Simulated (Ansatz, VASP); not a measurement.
**Te6Mo3H: VASP beside Ansatz**

```
Te Mo H
1.0
     3.43343    0.00000    0.00000
    -1.71672    2.97344    0.00000
     0.00000    0.00000   20.77043
Te Mo H
6 3 1
Cartesian
  0.0000 0.0000 18.9546
  0.0000 1.9823 12.2916
  0.0000 1.9823 4.8459
  0.0000 1.9823 15.9246
  0.0000 1.9823 8.4789
  0.0000 0.0000 1.8158
  0.0000 0.0000 14.1063
  0.0000 0.0000 6.6642
  0.0000 1.9823 0.0000
  -0.2778 -1.8123 17.3574
```

Alike in both runs: task single point; functional PBEsol; dispersion D3(BJ); k mesh 9 × 9 × 2; occupations gaussian, width 0.05 eV; no spin polarisation.

|  | VASP | Ansatz |
| --- | --- | --- |
| version | VASP 6.6.1 | Ansatz 0.2.0 |
| potentials or method | VASP PAW PBE potentials, release 64 (Te, Mo_sv, H), cutoff 400 eV | scalar-relativistic, plane waves, PAW |
| valence electrons in the cell | 79 | 139 |

```tsv
	VASP	Ansatz	Ansatz less VASP
gap on the k mesh at the Fermi level (eV)	none	none	-
pressure (GPa)	0.0	0.2	+0.11
traceless stress, the component that is largest in VASP (GPa)	0.69	0.64	-0.055
rms of the force components (eV/Å)	0.072	0.072	-0.0006
```

VASP's potentials were made for PBE, not for PBEsol, and Ansatz warns of the same on its side. Atom by atom the forces differ by 0.014 eV/Å (rms over components). A gap of «none» marks a metal or a gap that the smearing closes. VASP's potentials hold 79 valence electrons a cell and Ansatz's 139, so a difference there can come from the potentials and not from the codes.

Neither program's run includes spin-orbit coupling.
